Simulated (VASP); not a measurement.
# Os (Fd-3m) in VASP: notebook

Runs on Os. Level: PBE. Tasks: single point.

All numbers are computed with VASP 6.6.1; they aren't measurements. Logs are shortened: lines on timing, memory, paths and dates and some standing lists are left out, and cuts for length are marked.

## 1. The cell of the first run

Symmetry: Fd-3m, No. 227, cubic system. Conventional cell: a = 4.937 Å, b = 4.937 Å, c = 4.937 Å, α = 90.00°, β = 90.00°, γ = 90.00°. Within 2.8 Å of Os (site symmetry -43m) lie 4 Os at 2.14 Å.

## 2. Single point, PBE

File INCAR:

```
PREC     = Accurate       # precision mode
ENCUT    = 520            # plane-wave cutoff, eV
EDIFF    = 1E-7           # SCF threshold, eV
ISMEAR   = -1             # smearing method
SIGMA    = 0.1            # smearing width, eV
LREAL    = False          # projectors in reciprocal space
LASPH    = True           # aspherical terms in the spheres
NELM     = 60             # most SCF steps
ALGO     = Normal         # electronic algorithm
ISIF     = 2              # what is computed and relaxed
LWAVE    = False          # write WAVECAR
LCHARG   = True           # write CHGCAR
GGA      = PE             # functional
LELF     = True           # ELF
LVHAR    = True         
NBANDS   = 15             # bands
```

File KPOINTS:

```
Automatic mesh
0
Gamma
  14 14 14
```

File POSCAR:

```
Os
1.0
    0.0000000000      2.4685576556      2.4685576556
    2.4685576556      0.0000000000      2.4685576556
    2.4685576556      2.4685576556      0.0000000000
Os
2
Direct
   -0.1250000000     -0.1250000000     -0.1250000000
    0.1250000000      0.1250000000      0.1250000000
```

Potentials or basis: VASP PAW PBE potentials, release 64 (Os).

On the command line:

```bash
$ cat potpaw_PBE.64/Os/POTCAR > POTCAR
$ mpirun -np 1 vasp_std > vasp.out
```

OUTCAR:

```text
PREC = Accurate
   ENCUT = 520
   EDIFF = 1E-7
   ISMEAR = -1
   LREAL = False
   LASPH = True
   NELM = 60
   ISIF = 2
   GGA = PE

 ion  position               nearest neighbor table
   1  0.875  0.875  0.875-   2 2.14   2 2.14   2 2.14   2 2.14
   2  0.125  0.125  0.125-   1 2.14   1 2.14   1 2.14   1 2.14

  LATTYP: Found a face centered cubic cell.
 ALAT       =     4.9371153112

  Lattice vectors:

 A1 = (   0.0000000000,   2.4685576556,   2.4685576556)
 A2 = (   2.4685576556,   0.0000000000,   2.4685576556)
 A3 = (   2.4685576556,   2.4685576556,   0.0000000000)

Analysis of symmetry for initial positions (statically):
=====================================================================
 Subroutine PRICEL returns:
 Original cell was already a primitive cell.

 Routine SETGRP: Setting up the symmetry group for a
 face centered cubic supercell.

 Subroutine GETGRP returns: Found 48 space group operations
 (whereof 12 operations were pure point group operations)
 out of a pool of 48 trial point group operations.

The static configuration has the point symmetry D_3d.
 The point group associated with its full space group is O_h .

Analysis of symmetry for dynamics (positions and initial velocities):
=====================================================================
 Subroutine PRICEL returns:
 Original cell was already a primitive cell.

 Routine SETGRP: Setting up the symmetry group for a
 face centered cubic supercell.

 Subroutine GETGRP returns: Found 48 space group operations
 (whereof 12 operations were pure point group operations)
 out of a pool of 48 trial point group operations.

The dynamic configuration has the point symmetry D_3d.
 The point group associated with its full space group is O_h .

 Subroutine INISYM returns: Found 48 space group operations
 (whereof 12 operations are pure point group operations),
 and found     1 'primitive' translations

----------------------------------------------------------------------------------------

                                     Primitive cell

  volume of cell :      30.0857

  direct lattice vectors                    reciprocal lattice vectors
     0.000000000  2.468557656  2.468557656    -0.202547426  0.202547426  0.202547426
     2.468557656  0.000000000  2.468557656     0.202547426 -0.202547426  0.202547426
     2.468557656  2.468557656  0.000000000     0.202547426  0.202547426 -0.202547426

  length of vectors
     3.491067716  3.491067716  3.491067716     0.350822433  0.350822433  0.350822433

  position of ions in fractional coordinates (direct lattice)
     0.875000000  0.875000000  0.875000000
     0.125000000  0.125000000  0.125000000

  ion indices of the primitive-cell ions
   primitive index   ion index
                 1           1
                 2           2

----------------------------------------------------------------------------------------

 KPOINTS: Automatic mesh

Automatic generation of k-mesh.
 Grid dimensions read from file:
 generate k-points for:   14   14   14

 Generating k-lattice:

  Cartesian coordinates                     Fractional coordinates (reciprocal lattice)
    -0.014467673  0.014467673  0.014467673     0.071428571  0.000000000  0.000000000
     0.014467673 -0.014467673  0.014467673     0.000000000  0.071428571  0.000000000
     0.014467673  0.014467673 -0.014467673     0.000000000  0.000000000  0.071428571

  Length of vectors
     0.025058745  0.025058745  0.025058745

  Shift w.r.t. Gamma in fractional coordinates (k-lattice)
     0.000000000  0.000000000  0.000000000

 Subroutine IBZKPT returns following result:
 ===========================================

 Found    104 irreducible k-points:

 Following reciprocal coordinates:
            Coordinates               Weight
  0.000000  0.000000  0.000000      1.000000
  0.071429  0.000000  0.000000      8.000000
  0.142857  0.000000  0.000000      8.000000
  0.214286  0.000000  0.000000      8.000000
  0.285714  0.000000  0.000000      8.000000
  0.357143  0.000000  0.000000      8.000000
[... 16 lines left out ...]
  0.214286  0.142857  0.000000     24.000000
  0.285714  0.142857  0.000000     24.000000
 [... further k-points ...]
   k-points           NKPTS =    104   k-points in BZ     NKDIM =    104   number of bands    NBANDS=     15
   number of dos      NEDOS =    301   number of ions     NIONS =      2
   total plane-waves  NPLWV =  21952
   dimension x,y,z NGX =    28 NGY =   28 NGZ =   28
   dimension x,y,z NGXF=    56 NGYF=   56 NGZF=   56
   ions per type =               2
   NGX,Y,Z   is equivalent  to a cutoff of  13.33, 13.33, 13.33 a.u.
   NGXF,Y,Z  is equivalent  to a cutoff of  26.67, 26.67, 26.67 a.u.
 SYSTEM =  unknown system
   PREC   = accura    normal or accurate (medium, high low for compatibility)
   ISTART =      0    job   : 0-new  1-cont  2-samecut
   ICHARG =      2    charge: 1-file 2-atom 10-const
   ISPIN  =      1    spin polarized calculation?
   LNONCOLLINEAR =      F non collinear calculations
   LSORBIT =      F    spin-orbit coupling
   LASPH  =      T    aspherical Exc in radial PAW
   ENCUT  =  520.0 eV  38.22 Ry    6.18 a.u.   6.49  6.49  6.49*2*pi/ulx,y,z
   NELM   =     60;   NELMIN=  2; NELMDL= -5     # of ELM steps
   EDIFF  = 0.1E-06   stopping-criterion for ELM
   LREAL  =      F    real-space projection
   EDIFFG = 0.1E-05   stopping-criterion for IOM
   NSW    =      0    number of steps for IOM
   IBRION =     -1    ionic relax: 0-MD 1-quasi-New 2-CG
   NFREE  =      0    steps in history (QN), initial steepest desc. (CG)
   ISIF   =      2    stress and relaxation
   ISYM   =      2    0-nonsym 1-usesym 2-fastsym
   POTIM  = 0.5000    time-step for ionic-motion
   TEBEG  =    0.0;   TEEND  =   0.0 temperature during run
   PSTRESS=    0.0 pullay stress
   NELECT =      16.0000    total number of electrons
   NUPDOWN=      -1.0000    fix difference up-down
   EMIN   =  10.00;   EMAX   =-10.00  energy-range for DOS
   EFERMI =   0.00;   METHOD = LEGACY
   ISMEAR =    -1;   SIGMA  =   0.10  broadening in eV -4-tet -1-fermi 0-gaus
   EFERMI_NEDOS =   21; number of points for ismear=-14 and -15
   IALGO  =     38    algorithm
   IMIX   =      4    mixing-type and parameters
     AMIX     =   0.40;   BMIX     =  1.00
     AMIX_MAG =   1.60;   BMIX_MAG =  1.00
  volume/ion in A,a.u.               =      15.04       101.51
  Fermi-wavevector in a.u.,A,eV,Ry     =   1.326360  2.506458 23.935804  1.759232
  Thomas-Fermi vector in A             =   2.455753
   LORBIT       =      0    0 simple, 1 ext, 2 COOP (PROOUT), +10 PAW based schemes
   GGA     = PE    functional components
   LHFCALC =     F    Hartree Fock is set to
   AEXX    =    0.0000 exact exchange contribution
   IVDW    =     0    specifies the selected vdW correction
   LEPSILON=     F    determine dielectric tensor
   LRPA    =     F    only Hartree local field effects (RPA)
 non-spin polarized calculation
  energy-cutoff  :      520.00
  volume of cell :       30.09
 maximum number of plane-waves:       869
 NGX is ok and might be reduce to    28
   NGX = 13   NGY = 13   NGZ = 13

 number of electron      16.0000001 magnetization

 Free energy of the ion-electron system (eV)
  ---------------------------------------------------
  ext. energy  EPLUGINS =         0.00000000
  ---------------------------------------------------
  free energy    TOTEN  =       -15.61288289 eV

  energy without entropy =      -15.57538993  energy(sigma->0) =      -15.59413641

 E-fermi :   8.7278     XC(G=0): -13.1298

 val. band max:        8.7152465653   @ k =   0.2857   0.1429   0.0000
 cond. band min:       8.7319619423   @ k =  -0.2143   0.1429   0.0000
 fundamental gap:      0.0167153770
 Fermi energy:         8.7277821740

 k-point     1 :       0.0000    0.0000    0.0000
  band No.  band energies     occupation
      1      -1.2096      2.00000
      2       1.9866      2.00000
      3       1.9866      2.00000
      4       3.7843      2.00000
      5       3.7843      2.00000
      6       3.7843      2.00000
      7       7.9791      1.99888
      8       7.9791      1.99888
      9       7.9791      1.99888
     10      13.1844      0.00000
     11      13.1844      0.00000
     12      20.7391      0.00000
     13      22.3988      0.00000
     14      22.3988      0.00000
     15      22.3988      0.00000

 k-point     2 :       0.0714    0.0000    0.0000
  band No.  band energies     occupation
      1      -1.0709      2.00000
      2       1.9237      2.00000
      3       1.9237      2.00000
      4       3.7550      2.00000
      5       3.9104      2.00000
      6       3.9104      2.00000
      7       7.7650      1.99987
      8       7.9424      1.99922
      9       7.9424      1.99922
     10      13.1622      0.00000
     11      13.1622      0.00000
     12      20.3130      0.00000
     13      22.4746      0.00000
     14      22.4746      0.00000
     15      22.8955      0.00000

 k-point     3 :       0.1429    0.0000    0.0000
  band No.  band energies     occupation
      1      -0.6709      2.00000
      2       1.8105      2.00000
      3       1.8105      2.00000
      4       3.6790      2.00000
      5       4.1679      2.00000
      6       4.1679      2.00000
      7       7.2156      2.00000
      8       7.8860      1.99956
      9       7.8860      1.99956
     10      13.0885      0.00000
     11      13.0885      0.00000
     12      19.8246      0.00000
     13      22.6992      0.00000
     14      22.6992      0.00000
     15      22.8190      0.00000

 k-point     4 :       0.2143    0.0000    0.0000
  band No.  band energies     occupation
      1      -0.0638      2.00000
      2       1.7553      2.00000
      3       1.7553      2.00000
      4       3.5792      2.00000
      5       4.3231      2.00000
      6       4.3231      2.00000
      7       6.5574      2.00000
      8       7.9570      1.99910
      9       7.9570      1.99910
     10      12.9449      0.00000
     11      12.9449      0.00000
     12      19.5373      0.00000
     13      20.5513      0.00000
     14      23.0359      0.00000
     15      23.0359      0.00000
[... 307 lines left out ...]
 k-point    22 :       0.1429    0.1429    0.0000
  band No.  band energies     occupation
      1      -0.4734      2.00000
      2       1.2737      2.00000
      3       2.3775      2.00000
      4       3.7383      2.00000
      5       3.7383      2.00000
      6       4.7044      2.00000
      7       6.4211      2.00000
      8       8.2092      1.98888
      9       8.2092      1.98888
     10      12.3218      0.00000
     11      13.5549      0.00000
     12      19.5658      0.00000
     13      22.4876      0.00000
     14      22.4876      0.00000
     15      23.8749      0.00000

 k-point    23 :       0.2143    0.1429    0.0000
  band No.  band energies     occupation
      1       0.0014      2.00000
      2       1.0839      2.00000
      3       2.5215      2.00000
      4       3.6396      2.00000
      5       3.7504      2.00000
      6       5.0517      2.00000
      7       5.8628      2.00000
      8       8.2234      1.98718
      9       8.3884      1.93505
     10      11.9188      0.00000
     11      13.5908      0.00000
     12      19.4306      0.00000
     13      21.5479      0.00000
     14      22.0130      0.00000
     15      23.4857      0.00000

 k-point    24 :       0.2857    0.1429    0.0000
  band No.  band energies     occupation
      1       0.6369      2.00000
      2       1.0101      2.00000
      3       2.6384      2.00000
      4       3.4125      2.00000
      5       3.7060      2.00000
      6       5.1320      2.00000
      7       5.7659      2.00000
      8       8.0794      1.99695
      9       8.7152      1.06260
     10      11.5400      0.00000
     11      13.5133      0.00000
     12      19.2611      0.00000
     13      19.5889      0.00000
     14      21.3361      0.00000
     15      23.2985      0.00000

 [... further k-points ...]
[... 5 lines left out ...]
  --------------------------------------------------------------------------------------
  -------------------------------------------------------------------------------------
  Total       28.5886257     28.5886257     28.5886257     -0.0000000      0.0000000      0.0000000
  in kB     1522.4535135   1522.4535135   1522.4535135     -0.0000000      0.0000000      0.0000000
  external PRESSURE =    1522.4535135 kB  Pullay stress =       0.0000000 kB

 VOLUME and BASIS-vectors are now :
 -----------------------------------------------------------------------------
  energy-cutoff  :      520.00
  volume of cell :       30.09
      direct lattice vectors                 reciprocal lattice vectors
     0.000000000  2.468557656  2.468557656    -0.202547426  0.202547426  0.202547426
     2.468557656  0.000000000  2.468557656     0.202547426 -0.202547426  0.202547426
     2.468557656  2.468557656  0.000000000     0.202547426  0.202547426 -0.202547426

 POSITION                                       TOTAL-FORCE (eV/Angst)
 -----------------------------------------------------------------------------------
      4.31998      4.31998      4.31998        -0.000000     -0.000000     -0.000000
      0.61714      0.61714      0.61714         0.000000      0.000000      0.000000
 -----------------------------------------------------------------------------------
    total drift:                                0.000000     -0.000000     -0.000000

  FREE ENERGIE OF THE ION-ELECTRON SYSTEM (eV)
  ---------------------------------------------------
  free  energy   TOTEN  =       -15.6128828870 eV

  energy  without entropy=      -15.5753899347  energy(sigma->0) =      -15.59413641
```

Wall time 65 s (1 thread of AMD EPYC 7R43 (Zen 3), shared host); peak memory 0.14 GiB.

Results:

* Free energy: -15.6129 eV
* Pressure: 152.2 GPa
* Band gap on the k mesh: zero (band 8 reaches 9.67 eV, above the bottom of band 9 at 7.89 eV)

Caveat: spin-orbit coupling is left out, which moves the levels of the heavy elements.

## 3. Single point, PBE

File INCAR:

```
  ALGO = Normal
  EDIFF = 1E-6
  ENCUT = 520
  GGA = PE
  ISIF = 2
  ISMEAR = -1
  LASPH = True
  LCHARG = True
  LELF = True
  LREAL = False
  LVHAR = True
  LWAVE = False
  NBANDS = 15
  NELM = 100
  PREC = Accurate
  SIGMA = 0.1
```

File KPOINTS:

```
k-points
0
Gamma
  14 14 14
```

File POSCAR:

```
Os
1.0
    0.0000000000      2.4683046157      2.4683046157
    2.4683046157      0.0000000000      2.4683046157
    2.4683046157      2.4683046157      0.0000000000
Os
2
Direct
   -0.1250000000     -0.1250000000     -0.1250000000
    0.1250000000      0.1250000000      0.1250000000
```

Potentials or basis: VASP PAW PBE potentials, release 64 (Os).

On the command line:

```bash
$ cat potpaw_PBE.64/Os/POTCAR > POTCAR
$ mpirun -np 1 vasp_std > vasp.out
```

OUTCAR:

```text
EDIFF = 1E-6
   ENCUT = 520
   GGA = PE
   ISIF = 2
   ISMEAR = -1
   LASPH = True
   LREAL = False
   NELM = 100
   PREC = Accurate

 ion  position               nearest neighbor table
   1  0.875  0.875  0.875-   2 2.14   2 2.14   2 2.14   2 2.14
   2  0.125  0.125  0.125-   1 2.14   1 2.14   1 2.14   1 2.14

  LATTYP: Found a face centered cubic cell.
 ALAT       =     4.9366092314

  Lattice vectors:

 A1 = (   0.0000000000,   2.4683046157,   2.4683046157)
 A2 = (   2.4683046157,   0.0000000000,   2.4683046157)
 A3 = (   2.4683046157,   2.4683046157,   0.0000000000)

Analysis of symmetry for initial positions (statically):
=====================================================================
 Subroutine PRICEL returns:
 Original cell was already a primitive cell.

 Routine SETGRP: Setting up the symmetry group for a
 face centered cubic supercell.

 Subroutine GETGRP returns: Found 48 space group operations
 (whereof 12 operations were pure point group operations)
 out of a pool of 48 trial point group operations.

The static configuration has the point symmetry D_3d.
 The point group associated with its full space group is O_h .

[... 166 lines left out ...]
 Fermi energy:         8.7322222973

 k-point     1 :       0.0000    0.0000    0.0000
  band No.  band energies     occupation
      1      -1.2074      2.00000
      2       1.9883      2.00000
      3       1.9883      2.00000
      4       3.7875      2.00000
      5       3.7875      2.00000
      6       3.7875      2.00000
      7       7.9833      1.99888
      8       7.9833      1.99888
      9       7.9833      1.99888
     10      13.1909      0.00000
     11      13.1909      0.00000
     12      20.7436      0.00000
     13      22.4039      0.00000
     14      22.4039      0.00000
[... 401 lines left out ...]
      2       1.0114      2.00000
      3       2.6403      2.00000
      4       3.4154      2.00000
      5       3.7089      2.00000
      6       5.1355      2.00000
      7       5.7695      2.00000
      8       8.0835      1.99696
      9       8.7197      1.06259
     10      11.5456      0.00000
     11      13.5198      0.00000
     12      19.2688      0.00000
     13      19.5941      0.00000
     14      21.3437      0.00000
     15      23.3076      0.00000

 [... further k-points ...]
[... 5 lines left out ...]
  --------------------------------------------------------------------------------------
  -------------------------------------------------------------------------------------
  Total       28.6225190     28.6225190     28.6225190      0.0000000     -0.0000000      0.0000000
  in kB     1524.7272898   1524.7272898   1524.7272898      0.0000000     -0.0000000      0.0000000
  external PRESSURE =    1524.7272898 kB  Pullay stress =       0.0000000 kB

 VOLUME and BASIS-vectors are now :
 -----------------------------------------------------------------------------
  energy-cutoff  :      520.00
  volume of cell :       30.08
      direct lattice vectors                 reciprocal lattice vectors
     0.000000000  2.468304616  2.468304616    -0.202568191  0.202568191  0.202568191
     2.468304616  0.000000000  2.468304616     0.202568191 -0.202568191  0.202568191
     2.468304616  2.468304616  0.000000000     0.202568191  0.202568191 -0.202568191

 POSITION                                       TOTAL-FORCE (eV/Angst)
 -----------------------------------------------------------------------------------
      4.31953      4.31953      4.31953         0.000000     -0.000000      0.000000
      0.61708      0.61708      0.61708        -0.000000      0.000000     -0.000000
 -----------------------------------------------------------------------------------
    total drift:                                0.000000     -0.000000     -0.000000

  FREE ENERGIE OF THE ION-ELECTRON SYSTEM (eV)
  ---------------------------------------------------
  free  energy   TOTEN  =       -15.6040828583 eV

  energy  without entropy=      -15.5665984985  energy(sigma->0) =      -15.58534068
```

Wall time 58 s (1 thread of AMD EPYC 7R43 (Zen 3), shared host); peak memory 0.14 GiB.

Results:

```
Free energy            : -15.6041 eV
Pressure               : 152.5 GPa
Band gap on the k mesh : zero (band 8 reaches 9.68 eV, above the bottom of band 9 at 7.89 eV)
```

Levels at points of the mesh, in eV from the Fermi level:
```csv
k point,band 5,band 6,band 7,band 8,band 9,band 10,band 11,band 12
"(0.00, 0.00, 0.00)",-4.94,-4.94,-0.75,-0.75,-0.75,4.46,4.46,12.01
"(0.50, 0.00, 0.00)",-5.62,-5.62,-1.84,0.94,0.94,3.07,3.07,4.14
"(0.50, 0.50, 0.00)",-2.87,-2.87,-2.26,-2.26,3.55,3.55,4.91,4.91
```

Caveat: spin-orbit coupling is left out, which moves the levels of the heavy elements.
